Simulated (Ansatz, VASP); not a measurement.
# Two plane-wave programs on ZnO

Contents of INCAR:

```
SYSTEM = ZnO
AGGAC = 0.0 ; ALDAC = 0.0
ALGO = Normal ; EDIFF = 1E-6
EDIFFG = -0.01 ; ENCUT = 600
GGA = PE ; IBRION = 2
ISIF = 3 ; ISMEAR = -1
LASPH = .True. ; LCHARG = .False.
LREAL = .False. ; LWAVE = .False.
NELM = 100 ; NSW = 60
PREC = Accurate ; SIGMA = 0.05
```

Contents of KPOINTS:

```
k-points
0
Gamma
  9 9 5
  0 0 0
```

POSCAR

```
ZnO
1.0
    3.2493080000      0.0000000000      0.0000000000
   -1.6246540000      2.8139832727      0.0000000000
    0.0000000000      0.0000000000      5.2057090000
Zn O
2 2
Direct
    0.6666666667      0.3333333333      0.0000000000
    0.3333333333      0.6666666667      0.5000000000
    0.3333333333      0.6666666667      0.8790100000
    0.6666666667      0.3333333333      0.3790100000
```

input.yaml

```yaml
crystal:
  lattice:
    - [3.249308, 0.0, 0.0]
    - [-1.624654, 2.8139832727, 0.0]
    - [0.0, 0.0, 5.205709]
  atoms:
    - { symbol: Zn, position: [0.6666666667, 0.3333333333, 0.0] }
    - { symbol: Zn, position: [0.3333333333, 0.6666666667, 0.5] }
    - { symbol: O, position: [0.3333333333, 0.6666666667, 0.87901] }
    - { symbol: O, position: [0.6666666667, 0.3333333333, 0.37901] }
hamiltonian:
  xc: { exchange: pbe, correlation: none }
  pseudopotentials: { kind: paw }
kpoints:
  mp_grid: { grid: [9, 9, 5] }
scf:
  occupations: { method: fermi_dirac, width: 0.05 }
output:
  forces: true
  stress: true
relax:
  f_tol: 0.01
  max_steps: 40
  cell: { stress_tol: 0.05 }
```

Alike in both runs: task relaxation of cell and atoms; functional PBE exchange alone; k mesh 9 × 9 × 5; occupations fermi-dirac, width 0.05 eV; no spin polarisation.

|  | VASP | Ansatz |
| --- | --- | --- |
| version | VASP 6.6.1 | Ansatz 0.2.0 |
| potentials or method | VASP PAW PBE potentials, release 64 (Zn, O) | Ansatz PAW |
| plane-wave cutoff (eV) | 600 | 420 |
| valence electrons in the cell | 36 | 36 |

VASP gave:

```
relaxed volume (Å³/atom)                                     : 13.97
relaxed cell length with the largest relative difference (Å) : 5.532
```

Task: Estimate Ansatz's values.

Result: Relaxed volume (Å³/atom): 13.90; relaxed cell length with the largest relative difference (Å): 5.523.

VASP's potentials were made for PBE, not for PBE exchange alone.

Noted on VASP's run: the volume moved by over 15 % at a fixed basis, so the end points are rough. Noted on Ansatz's run: the volume moved by over 15 % at a fixed basis, so the end points are rough; odd divisions of the mesh miss points on the zone boundary, where band edges often lie, so the gap on the mesh can be too wide; the plane-wave basis is chosen anew once the cell has moved, so the energies of steps on either side of that aren't comparable.
